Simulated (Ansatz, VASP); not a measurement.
## One calculation of WS2, two programs

Contents of INCAR:

```
SYSTEM = WS2
ALGO     = Normal         ! electronic algorithm
EDIFF    = 1E-6           ! SCF threshold, eV
ENCUT    = 520            ! plane-wave cutoff, eV
GGA      = PS             ! functional
ISIF     = 2              ! what is computed and relaxed
ISMEAR   = 0              ! smearing method
LASPH    = .True.         ! aspherical terms in the spheres
LCHARG   = .False.        ! write CHGCAR
LREAL    = .False.        ! projectors in reciprocal space
LWAVE    = .False.        ! write WAVECAR
NBANDS   = 35             ! bands
NELM     = 80             ! most SCF steps
PREC     = Accurate       ! precision mode
SIGMA    = 0.05           ! smearing width, eV
```

KPOINTS

```
k-points
0
Gamma
  12 12 2
  0 0 0
```

The input POSCAR:

```
WS2
1.0
    3.2012002007      0.0000000000      0.0000000000
   -1.6006001004      2.7723206964      0.0000000000
    0.0000000000      0.0000000000     12.9184432105
W S
2 4
Direct
    0.3333333333      0.6666666667      0.2500000000
    0.6666666667      0.3333333333      0.7500000000
    0.3333333333      0.6666666667      0.6134192893
    0.6666666667      0.3333333333      0.1134192893
    0.3333333333      0.6666666667      0.8865807107
    0.6666666667      0.3333333333      0.3865807107
```

Input for Ansatz:

```yaml
crystal:
  lattice:
    - [3.2012002007, 0.0, 0.0]
    - [-1.6006001004, 2.7723206964, 0.0]
    - [0.0, 0.0, 12.9184432105]
  atoms:
    - { symbol: W, position: [0.3333333333, 0.6666666667, 0.25] }
    - { symbol: W, position: [0.6666666667, 0.3333333333, 0.75] }
    - { symbol: S, position: [0.3333333333, 0.6666666667, 0.6134192893] }
    - { symbol: S, position: [0.6666666667, 0.3333333333, 0.1134192893] }
    - { symbol: S, position: [0.3333333333, 0.6666666667, 0.8865807107] }
    - { symbol: S, position: [0.6666666667, 0.3333333333, 0.3865807107] }
basis:
  ecutwfc: 420
kpoints:
  mp_grid: { grid: [12, 12, 2] }
hamiltonian:
  xc: pbesol
  pseudopotentials: { kind: paw, azcp: { folder: soft_1 } }
scf:
  occupations: { method: gaussian, width: 0.05 }
output:
  forces: true
  stress: true
  eigenvalues: true
  write_density: true
  write_potential: true
  elf: true
  volumetric_format: npy
```

Alike in both runs: task single point; functional PBEsol; k mesh 12 × 12 × 2; occupations gaussian, width 0.05 eV; no spin polarisation.

|  | VASP | Ansatz |
| --- | --- | --- |
| version | VASP 6.6.1 | Ansatz 0.2.0 |
| potentials or method | VASP PAW PBE potentials, release 64 (W_sv, S), cutoff 520 eV | scalar-relativistic, plane waves, PAW |
| valence electrons in the cell | 52 | 52 |

Ansatz gave:

```
gap on the k mesh at the Fermi level (eV)                     : 0.80
least direct gap on the mesh (eV)                             : 1.63
pressure (GPa)                                                : -19.9
traceless stress, the component that is largest in VASP (GPa) : -11.76
rms of the force components (eV/Å)                            : 1.532
```

Q: Estimate VASP's values.

A: gap on the k mesh at the Fermi level (eV): 0.80; least direct gap on the mesh (eV): 1.64; pressure (GPa): -19.9; traceless stress, the component that is largest in VASP (GPa): -11.75; rms of the force components (eV/Å): 1.527.

VASP's potentials were made for PBE, not for PBEsol, and Ansatz warns of the same on its side. Atom by atom the forces differ by 0.005 eV/Å (rms over components).

Neither program's run includes spin-orbit coupling.
